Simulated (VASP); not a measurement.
Write the native input for VASP 6.6.1 that does the following.

* Task: single point
* Functional: LDA
* Potentials or basis: VASP PAW LDA potentials, release 64 (Zn)
* Cutoff: 520 eV
* k mesh: 12 × 12 × 12
* Occupations: fermi-dirac, width 0.05 eV
* Spin: no spin polarisation
* Dipole correction: no
* Further INCAR settings: ALGO = Fast; EDIFF = 1e-06; NBANDS = 12

The structure of Zn lies in POSCAR:

```
Zn
1.0
   -1.5794282763      1.5794282763      1.5794282763
    1.5794282763     -1.5794282763      1.5794282763
    1.5794282763      1.5794282763     -1.5794282763
Zn
1
Direct
    0.0000000000      0.0000000000      0.0000000000
```

The input as run:

INCAR

```
PREC     = Accurate       # precision mode
ENCUT    = 520            # plane-wave cutoff, eV
EDIFF    = 1E-6           # SCF threshold, eV
ISMEAR   = -1             # smearing method
SIGMA    = 0.05           # smearing width, eV
LREAL    = False          # projectors in reciprocal space
LASPH    = True           # aspherical terms in the spheres
NELM     = 100            # most SCF steps
ALGO     = Fast           # electronic algorithm
ISIF     = 2              # what is computed and relaxed
LWAVE    = False          # write WAVECAR
LCHARG   = False          # write CHGCAR
NBANDS   = 12             # bands
```

KPOINTS

```
Automatic mesh
0
Gamma
  12 12 12
```

Potentials or basis: VASP PAW LDA potentials, release 64 (Zn).

Launch:

```sh
$ cat potpaw_LDA.64/Zn/POTCAR > POTCAR
$ mpirun -np 1 vasp_std > vasp.out
```

Results of the run:

* Pressure: -8.8 GPa
* Band gap on the k mesh: zero (band 6 reaches 6.80 eV, above the bottom of band 7 at 1.62 eV)

Run time: 9 s on 1 thread of AMD EPYC 7R43 64-Core Processor (Zen 3), with other jobs on the host, peak memory 0.09 GiB.
